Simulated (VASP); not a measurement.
Rb3NbS3, 7 atoms in the cell. The structure is hexagonal, space group P6mm (No. 183). Conventional cell: a = 7.248 Å, b = 7.248 Å, c = 4.811 Å, α = 90.00°, β = 90.00°, γ = 120.00°. Rb (site symmetry 2mm) has 2 S at 2.35 to 2.46 Å within 3.1 Å. Within 4.9 Å of Nb (site symmetry 6mm) lie 6 S at 3.63 Å and 12 Rb at 4.29 to 4.41 Å and 2 Nb at 4.81 Å. Within 3.1 Å of S (site symmetry 2mm) lie 2 Rb at 2.35 to 2.46 Å. The cell was built from a structure type or drawn by symmetry, and may not be a known phase.

```yaml
Program: VASP 6.6.1
Task: relaxation of cell and atoms
Functional: PBE
Potentials_or_basis: VASP PAW PBE potentials, release 64 (Rb_sv, Nb_sv, S)
Cutoff: 600 eV
k_mesh: 2 × 2 × 3
Occupations: gaussian, width 0.15 eV
Spin: no spin polarisation
Dipole_correction: no
Further_INCAR_settings: ALGO = Normal; EDIFF = 1e-06; IBRION = 2; EDIFFG = -0.08; NSW = 36; ISIF = 3
```

Potentials or basis: VASP PAW PBE potentials, release 64 (Rb_sv, Nb_sv, S).

Run with:

```sh
$ cat potpaw_PBE.64/Rb_sv/POTCAR potpaw_PBE.64/Nb_sv/POTCAR potpaw_PBE.64/S/POTCAR > POTCAR
$ mpirun -np 1 vasp_std > vasp.out
```

Hardware: 1 thread of AMD EPYC 9R45 (Zen 5), with other jobs on the host.

**Question.** How long does it take, and how much memory?

**Answer.** It took 9.8 min on 1 thread of AMD EPYC 9R45 (Zen 5), with other jobs on the host, peak memory 0.39 GiB. Counts: scf iterations 233, k points 4, ion steps 15.
